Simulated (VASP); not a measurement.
# Mg5Se (F-43m) in VASP: notebook

Mg5Se is run at these levels: PBE; tasks: relaxation of cell and atoms, single point.

Everything below comes from runs of VASP 6.6.1. Logs are shortened: lines on timing, memory, paths and dates and some standing lists are left out, and cuts for length are marked.

## 1. The cell of the first run

The structure is cubic, space group F-43m (No. 216). Conventional cell: a = 8.064 Å, b = 8.064 Å, c = 8.064 Å, α = 90.00°, β = 90.00°, γ = 90.00°. Mg (site symmetry -43m) has 12 Mg at 3.38 Å and 4 Se at 3.49 Å within 4.4 Å. Mg (site symmetry 3m) has 1 Se at 1.91 Å and 3 Mg at 2.58 Å within 2.6 Å. Within 2.5 Å of Se (site symmetry -43m) lie 4 Mg at 1.91 Å.

The cell was generated, and may not be a known phase.

## 2. Relaxation of cell and atoms, PBE

Input file INCAR:

```
SYSTEM = Mg5Se
PREC     = Accurate       ! precision mode
ENCUT    = 600            ! plane-wave cutoff, eV
EDIFF    = 1E-6           ! SCF threshold, eV
ISMEAR   = 0              ! smearing method
SIGMA    = 0.1            ! smearing width, eV
LREAL    = .False.        ! projectors in reciprocal space
LASPH    = .True.         ! aspherical terms in the spheres
NELM     = 100            ! most SCF steps
ALGO     = Normal         ! electronic algorithm
ISIF     = 3              ! what is computed and relaxed
LWAVE    = .False.        ! write WAVECAR
LCHARG   = .False.        ! write CHGCAR
GGA      = PE             ! functional
IBRION   = 2              ! ionic algorithm
NSW      = 90             ! ionic steps
EDIFFG   = -0.04          ! ionic threshold
```

Input file KPOINTS:

```
regular mesh
0
Gamma
  4 4 4
  0 0 0
```

Input file POSCAR:

```
Mg5Se
1.0
    0.0000000000      4.0319001000      4.0319001000
    4.0319001000      0.0000000000      4.0319001000
    4.0319001000      4.0319001000      0.0000000000
Mg Se
5 1
Direct
    0.0000000000      0.0000000000      0.0000000000
    0.3866943800      0.3866943800      0.3866943800
    0.3866943800      0.3866943800      0.8399168600
    0.3866943800      0.8399168600      0.3866943800
    0.8399168600      0.3866943800      0.3866943800
    0.2500000000      0.2500000000      0.2500000000
```

Potentials or basis: VASP PAW PBE potentials, release 64 (Mg, Se).

Started as:

```bash
$ cat potpaw_PBE.64/Mg/POTCAR potpaw_PBE.64/Se/POTCAR > POTCAR
$ mpirun -np 1 vasp_std > vasp.out
```

OUTCAR:

```text
SYSTEM = Mg5Se
   PREC = Accurate
   ENCUT = 600
   EDIFF = 1E-6
   ISMEAR = 0
   LREAL = .False.
   LASPH = .True.
   NELM = 100
   ISIF = 3
   GGA = PE
   IBRION = 2
   NSW = 90
   EDIFFG = -0.04

 ion  position               nearest neighbor table
   1  0.000  0.000  0.000-   4 3.38   5 3.38   3 3.38   5 3.38   3 3.38   4 3.38   2 3.38   2 3.38
                             2 3.38   3 3.38   4 3.38   5 3.38
   2  0.387  0.387  0.387-   6 1.91   4 2.58   5 2.58   3 2.58   3 3.12   4 3.12   5 3.12   1 3.38
                             1 3.38   1 3.38
   3  0.387  0.387  0.840-   6 1.91   4 2.58   5 2.58   2 2.58   2 3.12   4 3.12   5 3.12   1 3.38
                             1 3.38   1 3.38
   4  0.387  0.840  0.387-   6 1.91   3 2.58   5 2.58   2 2.58   2 3.12   3 3.12   5 3.12   1 3.38
                             1 3.38   1 3.38
   5  0.840  0.387  0.387-   6 1.91   3 2.58   4 2.58   2 2.58   3 3.12   4 3.12   2 3.12   1 3.38
                             1 3.38   1 3.38
   6  0.250  0.250  0.250-   3 1.91   4 1.91   5 1.91   2 1.91

  LATTYP: Found a face centered cubic cell.
 ALAT       =     8.0638002000

  Lattice vectors:

 A1 = (   0.0000000000,   4.0319001000,   4.0319001000)
 A2 = (   4.0319001000,   0.0000000000,   4.0319001000)
 A3 = (   4.0319001000,   4.0319001000,   0.0000000000)

Analysis of symmetry for initial positions (statically):
=====================================================================
 Subroutine PRICEL returns:
 Original cell was already a primitive cell.

 Routine SETGRP: Setting up the symmetry group for a
 face centered cubic supercell.

 Subroutine GETGRP returns: Found 24 space group operations
 (whereof 24 operations were pure point group operations)
 out of a pool of 48 trial point group operations.

The static configuration has the point symmetry T_d .

Analysis of symmetry for dynamics (positions and initial velocities):
=====================================================================
 Subroutine PRICEL returns:
 Original cell was already a primitive cell.

 Routine SETGRP: Setting up the symmetry group for a
 face centered cubic supercell.

 Subroutine GETGRP returns: Found 24 space group operations
 (whereof 24 operations were pure point group operations)
 out of a pool of 48 trial point group operations.

The dynamic configuration has the point symmetry T_d .

 Subroutine INISYM returns: Found 24 space group operations
 (whereof 24 operations are pure point group operations),
 and found     1 'primitive' translations

----------------------------------------------------------------------------------------

                                     Primitive cell

  volume of cell :     131.0869

  direct lattice vectors                    reciprocal lattice vectors
     0.000000000  4.031900100  4.031900100    -0.124011009  0.124011009  0.124011009
     4.031900100  0.000000000  4.031900100     0.124011009 -0.124011009  0.124011009
     4.031900100  4.031900100  0.000000000     0.124011009  0.124011009 -0.124011009

  length of vectors
     5.701967804  5.701967804  5.701967804     0.214793368  0.214793368  0.214793368

  position of ions in fractional coordinates (direct lattice)
     0.000000000  0.000000000  0.000000000
     0.386694380  0.386694380  0.386694380
     0.386694380  0.386694380  0.839916860
     0.386694380  0.839916860  0.386694380
     0.839916860  0.386694380  0.386694380
     0.250000000  0.250000000  0.250000000

  ion indices of the primitive-cell ions
   primitive index   ion index
                 1           1
                 2           2
                 3           3
                 4           4
                 5           5
                 6           6

----------------------------------------------------------------------------------------

 KPOINTS: regular mesh

Automatic generation of k-mesh.
 Grid dimensions read from file:
 generate k-points for:    4    4    4

 Generating k-lattice:

  Cartesian coordinates                     Fractional coordinates (reciprocal lattice)
    -0.031002752  0.031002752  0.031002752     0.250000000  0.000000000  0.000000000
     0.031002752 -0.031002752  0.031002752     0.000000000  0.250000000  0.000000000
     0.031002752  0.031002752 -0.031002752     0.000000000  0.000000000  0.250000000

  Length of vectors
     0.053698342  0.053698342  0.053698342

  Shift w.r.t. Gamma in fractional coordinates (k-lattice)
     0.000000000  0.000000000  0.000000000

 Subroutine IBZKPT returns following result:
 ===========================================

 Found      8 irreducible k-points:

 Following reciprocal coordinates:
            Coordinates               Weight
  0.000000  0.000000  0.000000      1.000000
  0.250000  0.000000  0.000000      8.000000
  0.500000  0.000000  0.000000      4.000000
  0.250000  0.250000  0.000000      6.000000
  0.500000  0.250000  0.000000     24.000000
 -0.250000  0.250000  0.000000     12.000000
  0.500000  0.500000  0.000000      3.000000
 -0.250000  0.500000  0.250000      6.000000
   k-points           NKPTS =      8   k-points in BZ     NKDIM =      8   number of bands    NBANDS=     12
   number of dos      NEDOS =    301   number of ions     NIONS =      6
   total plane-waves  NPLWV = 110592
   dimension x,y,z NGX =    48 NGY =   48 NGZ =   48
   dimension x,y,z NGXF=    96 NGYF=   96 NGZF=   96
   ions per type =               5   1
   NGX,Y,Z   is equivalent  to a cutoff of  13.99, 13.99, 13.99 a.u.
   NGXF,Y,Z  is equivalent  to a cutoff of  27.99, 27.99, 27.99 a.u.
 SYSTEM =  Mg5Se
   PREC   = accura    normal or accurate (medium, high low for compatibility)
   ISTART =      0    job   : 0-new  1-cont  2-samecut
   ICHARG =      2    charge: 1-file 2-atom 10-const
   ISPIN  =      1    spin polarized calculation?
   LNONCOLLINEAR =      F non collinear calculations
   LSORBIT =      F    spin-orbit coupling
   LASPH  =      T    aspherical Exc in radial PAW
   ENCUT  =  600.0 eV  44.10 Ry    6.64 a.u.  11.39 11.39 11.39*2*pi/ulx,y,z
   NELM   =    100;   NELMIN=  2; NELMDL= -5     # of ELM steps
   EDIFF  = 0.1E-05   stopping-criterion for ELM
   LREAL  =      F    real-space projection
   EDIFFG = -.4E-01   stopping-criterion for IOM
   NSW    =     90    number of steps for IOM
   IBRION =      2    ionic relax: 0-MD 1-quasi-New 2-CG
   NFREE  =      1    steps in history (QN), initial steepest desc. (CG)
   ISIF   =      3    stress and relaxation
   ISYM   =      2    0-nonsym 1-usesym 2-fastsym
   POTIM  = 0.5000    time-step for ionic-motion
   TEBEG  =    0.0;   TEEND  =   0.0 temperature during run
   PSTRESS=    0.0 pullay stress
   NELECT =      16.0000    total number of electrons
   NUPDOWN=      -1.0000    fix difference up-down
   EMIN   =  10.00;   EMAX   =-10.00  energy-range for DOS
   EFERMI =   0.00;   METHOD = LEGACY
   ISMEAR =     0;   SIGMA  =   0.10  broadening in eV -4-tet -1-fermi 0-gaus
   EFERMI_NEDOS =   21; number of points for ismear=-14 and -15
   IALGO  =     38    algorithm
   IMIX   =      4    mixing-type and parameters
     AMIX     =   0.40;   BMIX     =  1.00
     AMIX_MAG =   1.60;   BMIX_MAG =  1.00
  volume/ion in A,a.u.               =      21.85       147.44
  Fermi-wavevector in a.u.,A,eV,Ry     =   0.812073  1.534595  8.972532  0.659463
  Thomas-Fermi vector in A             =   1.921549
   LORBIT       =      0    0 simple, 1 ext, 2 COOP (PROOUT), +10 PAW based schemes
   GGA     = PE    functional components
   LHFCALC =     F    Hartree Fock is set to
   AEXX    =    0.0000 exact exchange contribution
   IVDW    =     0    specifies the selected vdW correction
   LEPSILON=     F    determine dielectric tensor
   LRPA    =     F    only Hartree local field effects (RPA)
 conjugate gradient relaxation of ions
 non-spin polarized calculation
 Gauss-broadening in eV      SIGMA  =   0.10
  energy-cutoff  :      600.00
  volume of cell :      131.09
 maximum number of plane-waves:      4398
 NGX is ok and might be reduce to    48
   NGX = 23   NGY = 23   NGZ = 23

--------------------------------------- Ionic step        1  -------------------------------------------

 number of electron      16.0000000 magnetization

 Free energy of the ion-electron system (eV)
  ---------------------------------------------------
  ext. energy  EPLUGINS =         0.00000000
  ---------------------------------------------------
  free energy    TOTEN  =         1.96795973 eV

  energy without entropy =        1.99611391  energy(sigma->0) =        1.98203682

------------------------ aborting loop because EDIFF is reached ----------------------------------------

  FORCE on cell =-STRESS in cart. coord.  units (eV):
  Direction    XX          YY          ZZ          XY          YZ          ZX
  --------------------------------------------------------------------------------------
  -------------------------------------------------------------------------------------
  Total       37.4854646     37.4854646     37.4854646      0.0000000      0.0000000     -0.0000000
  in kB      458.1568624    458.1568624    458.1568624      0.0000000      0.0000000     -0.0000000
  external PRESSURE =     458.1568624 kB  Pullay stress =       0.0000000 kB
[... 145 lines left out ...]
  energy  without entropy=       -9.0553765870  energy(sigma->0) =       -9.08549471

--------------------------------------- Ionic step        5  -------------------------------------------

 number of electron      16.0000002 magnetization

 E-fermi :  -0.0286     XC(G=0):  -6.4254

 val. band max:       -0.0301772463   @ k =   0.5000   0.2500   0.0000
 cond. band min:       0.0071529177   @ k =   0.2500   0.2500   0.0000
 fundamental gap:      0.0373301640
 Fermi energy:        -0.0285508465

 k-point     1 :       0.0000    0.0000    0.0000
  band No.  band energies     occupation
      1     -13.3354      2.00000
      2      -4.1600      2.00000
      3      -3.8591      2.00000
      4      -3.8591      2.00000
      5      -3.8591      2.00000
      6      -1.2554      2.00000
      7      -0.3733      2.00000
      8      -0.3733      2.00000
      9      -0.3733      2.00000
     10       1.6698      0.00000
     11       1.6698      0.00000
     12       2.4216      0.00000
[... 260 lines left out ...]
  energy  without entropy=       -9.0873701474  energy(sigma->0) =       -9.11719621

--------------------------------------- Ionic step        9  -------------------------------------------

 number of electron      16.0000000 magnetization

 Free energy of the ion-electron system (eV)
  ---------------------------------------------------
  ext. energy  EPLUGINS =         0.00000000
  ---------------------------------------------------
  free energy    TOTEN  =        -9.14798200 eV

  energy without entropy =       -9.08836047  energy(sigma->0) =       -9.11817123

 E-fermi :   0.1053     XC(G=0):  -6.5239

 val. band max:        0.1021818549   @ k =   0.5000   0.2500   0.0000
 cond. band min:       0.1140008408   @ k =  -0.2500   0.2500   0.0000
 fundamental gap:      0.0118189859
 Fermi energy:         0.1053139168

 k-point     1 :       0.0000    0.0000    0.0000
  band No.  band energies     occupation
      1     -13.4206      2.00000
      2      -4.0388      2.00000
      3      -3.9323      2.00000
      4      -3.9323      2.00000
      5      -3.9323      2.00000
      6      -1.1036      2.00000
      7      -0.2430      2.00000
      8      -0.2430      2.00000
      9      -0.2430      2.00000
     10       1.7610      0.00000
     11       1.7610      0.00000
     12       2.5570      0.00000
[... 136 lines left out ...]
  FREE ENERGIE OF THE ION-ELECTRON SYSTEM (eV)
  ---------------------------------------------------
  free  energy   TOTEN  =        -9.1479819995 eV

  energy  without entropy=       -9.0883604691  energy(sigma->0) =       -9.11817123

 reached required accuracy - stopping structural energy minimisation
```

Wall time 94 s (1 thread of Intel Xeon 6975P-C (Granite Rapids), shared host); peak memory 0.33 GiB.

Results:

```
Free energy                           : -9.1480 eV
Relaxed volume                        : 41.26 Å³/atom
Relaxed cell                          : a = 7.048 Å, b = 7.048 Å, c = 7.048 Å, α = 60.00°, β = 60.00°, γ = 60.00°
Space group after relaxing (to 0.1 Å) : F-43m (No. 216)
Energy gained by relaxing             : 1852.7 meV/atom
Ionic steps                           : 9
Pressure after relaxing               : 0.0 GPa
Largest force after relaxing          : 0.028 eV/Å
Band gap on the k mesh                : zero (bands 8 and 9 overlap by 0.43 eV)
```

Forces on the atoms (eV/Å):
```
Mg   0.000  0.000  0.000
Mg  -0.016 -0.016 -0.016
Mg   0.016  0.016 -0.016
Mg   0.016 -0.016  0.016
Mg  -0.016  0.016  0.016
Se   0.000  0.000  0.000
```

The path:
```csv
step,energy change (eV),largest force (eV/Å),pressure (GPa),volume (Å³)
1,0.0000,9.4055,45.82,131.09
2,-6.5564,6.2656,2.79,288.93
3,-9.0362,4.1753,7.35,196.59
4,-11.0836,0.3820,-0.42,254.69
5,-11.0841,0.3558,-0.47,255.62
6,-11.1091,0.1936,-0.16,250.37
7,-11.1150,0.0588,0.11,246.42
8,-11.1150,0.0652,0.10,246.60
9,-11.1159,0.0279,0.04,247.57
```

Final structure:
```
CELL_PARAMETERS angstrom
0.00000 4.98376 4.98376
4.98376 0.00000 4.98376
4.98376 4.98376 0.00000
ATOMIC_POSITIONS crystal
Mg 0.00000 0.00000 0.00000
Mg 0.39567 0.39567 0.39567
Mg 0.39567 0.39567 0.81299
Mg 0.39567 0.81299 0.39567
Mg 0.81299 0.39567 0.39567
Se 0.25000 0.25000 0.25000
```

Caveat: the volume moved by over 15 % at a fixed basis, so the end points are rough; semilocal functionals underestimate gaps, and a narrow one can read as zero.

## 3. Single point, PBE

This run uses another cell than the first one, of 41.17 Å³/atom.

Input file INCAR:

```
SYSTEM = Mg5Se
  ALGO = Normal
  EDIFF = 1E-6
  ENCUT = 520
  GGA = PE
  ISIF = 2
  ISMEAR = 0
  LASPH = .True.
  LCHARG = .False.
  LREAL = .False.
  LWAVE = .False.
  NBANDS = 17
  NELM = 60
  PREC = Accurate
  SIGMA = 0.1
```

Input file KPOINTS:

```
k-points
0
Gamma
  8 8 8
  0 0 0
```

Input file POSCAR:

```
Mg5Se
1.0
    0.0000000000      4.9802530842      4.9802530842
    4.9802530842      0.0000000000      4.9802530842
    4.9802530842      4.9802530842      0.0000000000
Mg Se
5 1
Direct
    0.0000000000      0.0000000000      0.0000000000
    0.6046140223      0.1861579331      0.6046140223
    0.6046140223      0.6046140223      0.6046140223
    0.1861579331      0.6046140223      0.6046140223
    0.6046140223      0.6046140223      0.1861579331
    0.7500000000      0.7500000000      0.7500000000
```

Potentials or basis: VASP PAW PBE potentials, release 64 (Mg, Se).

Started as:

```bash
$ cat potpaw_PBE.64/Mg/POTCAR potpaw_PBE.64/Se/POTCAR > POTCAR
$ mpirun -np 1 vasp_std > vasp.out
```

Wall time 67 s (1 thread of Intel Xeon 6975P-C (Granite Rapids), shared host); peak memory 0.46 GiB.

The run converged. Its results:

```
Free energy            : -9.1988 eV
Pressure               : 0.0 GPa
Largest force          : 0.024 eV/Å
Band gap on the k mesh : zero (bands 8 and 9 overlap by 0.43 eV)
```

Forces in eV/Å, atoms in the order of the input:
```
Mg   0.000  0.000  0.000
Mg   0.014 -0.014  0.014
Mg  -0.014 -0.014 -0.014
Mg  -0.014  0.014  0.014
Mg   0.014  0.014 -0.014
Se   0.000  0.000  0.000
```

Levels at points of the mesh, in eV from the Fermi level:
```
           k point  band 6  band 7  band 8  band 9  band 10  band 11
(0.00, 0.00, 0.00)   -1.21   -0.35   -0.35   -0.35     1.65     1.65
(0.50, 0.00, 0.00)   -1.68   -0.10   -0.10    0.69     1.05     1.20
(0.50, 0.50, 0.00)   -1.39   -1.25    0.08    0.08     1.63     2.66
```

Caveat: semilocal functionals underestimate gaps, and a narrow one can read as zero.

[end of part 1 of 2]
